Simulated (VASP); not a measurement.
The system is MoW2.

```
Mo W
1.0
     4.70127    0.00000    0.00000
    -2.35064    4.07142    0.00000
     0.00000    0.00000    2.57813
Mo W
1 2
Cartesian
  0.0000 0.0000 0.0000
  0.0000 2.7143 1.2891
  2.3506 1.3571 1.2891
```

| Property | Result |
| --- | --- |
| Program | VASP 6.6.1 |
| Task | relaxation of cell and atoms |
| Functional | PBE |
| Potentials or basis | VASP PAW PBE potentials, release 64 (Mo_sv, W_sv) |
| Cutoff | 600 eV |
| k mesh | 12 × 12 × 16 |
| Occupations | gaussian, width 0.1 eV |
| Spin | no spin polarisation |

At the start: pressure 1.0 GPa; volume 16.45 Å³/atom.

Question: How do energy, volume and symmetry change on relaxing?

Answer: Over 6 steps the energy falls by 2.3 meV/atom and the volume is 16.49 Å³/atom (+0.3 %); space group P6/mmm (No. 191, to 0.05 Å).

Step by step:
| step | energy change (eV) | largest force (eV/Å) | pressure (GPa) | volume (Å³) |
| --- | --- | --- | --- | --- |
| 1 | 0.0000 | 0.0000 | 1.02 | 49.35 |
| 2 | 0.0133 | 0.0000 | -3.36 | 50.09 |
| 3 | -0.0065 | 0.0000 | -0.68 | 49.62 |
| 4 | -0.0065 | 0.0000 | -0.64 | 49.61 |
| 5 | -0.0056 | 0.0000 | 1.31 | 49.23 |
| 6 | -0.0069 | 0.0000 | 0.01 | 49.48 |

Final structure:
```xyz
3
Lattice="4.6879 0.0000 0.0000 -2.3440 4.0599 0.0000 0.0000 0.0000 2.5997" Properties=species:S:1:pos:R:3 pbc="T T T"
Mo    0.0000    0.0000    0.0000
W     0.0000    2.7066    1.2999
W     2.3440    1.3533    1.2999
```
